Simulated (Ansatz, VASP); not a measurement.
Two plane-wave programs on Ga

The input INCAR:

```
PREC = Accurate
ENCUT = 520
EDIFF = 1E-7
ISMEAR = 0
SIGMA = 0.15
LREAL = False
LASPH = True
NELM = 80
ALGO = Fast
ISIF = 2
LWAVE = False
LCHARG = False
GGA = CA
NBANDS = 34
```

The input KPOINTS:

```
Automatic mesh
0
Gamma
  10 10 10
```

POSCAR

```
Ga
1.0
    2.2085777266     -3.7454996903     -0.0828216647
    2.2085777266      3.7454996903     -0.0828216647
   -0.1664652323      0.0000000000      5.1049337912
Ga
4
Direct
    0.1560190462      0.8439809538      0.0845038705
    0.6560190462      0.3439809538      0.4154961295
    0.8439809538      0.1560190462      0.9154961295
    0.3439809538      0.6560190462      0.5845038705
```

Input for Ansatz:

```yaml
crystal:
  lattice:
    - [2.2085777266, -3.7454996903, -0.0828216647]
    - [2.2085777266, 3.7454996903, -0.0828216647]
    - [-0.1664652323, 0.0, 5.1049337912]
  atoms:
    - { symbol: Ga, position: [0.1560190462, 0.8439809538, 0.0845038705] }
    - { symbol: Ga, position: [0.6560190462, 0.3439809538, 0.4154961295] }
    - { symbol: Ga, position: [0.8439809538, 0.1560190462, 0.9154961295] }
    - { symbol: Ga, position: [0.3439809538, 0.6560190462, 0.5845038705] }
basis:
  ecutwfc: 420
kpoints:
  mp_grid: { grid: [10, 10, 10] }
hamiltonian:
  xc: lda
  pseudopotentials: { kind: paw }
scf:
  occupations: { method: gaussian, width: 0.15 }
output:
  forces: true
  stress: true
  eigenvalues: true
```

Change from the starting cell: engineering shear strain xz -0.0750, normal strain along z +0.1500.

Alike in both runs: task single point; functional LDA; k mesh 10 × 10 × 10; occupations gaussian, width 0.15 eV; no spin polarisation.

|  | VASP | Ansatz |
| --- | --- | --- |
| version | VASP 6.6.1 | Ansatz 0.2.0 |
| potentials or method | VASP PAW LDA potentials, release 64 (Ga_d), cutoff 520 eV | scalar-relativistic, plane waves, PAW |
| valence electrons in the cell | 52 | 52 |

```tsv
	VASP	Ansatz	Ansatz less VASP
gap on the k mesh at the Fermi level (eV)	none	none	-
pressure (GPa)	-5.4	-5.4	-0.10
traceless stress, the component that is largest in VASP (GPa)	3.42	3.38	-0.039
rms of the force components (eV/Å)	0.180	0.178	-0.0021
```

LDA's correlation is that of Perdew and Zunger in VASP and of Perdew and Wang (1992) in Ansatz. Atom by atom the forces differ by 0.002 eV/Å (rms over components). A gap of «none» marks a metal or a gap that the smearing closes.
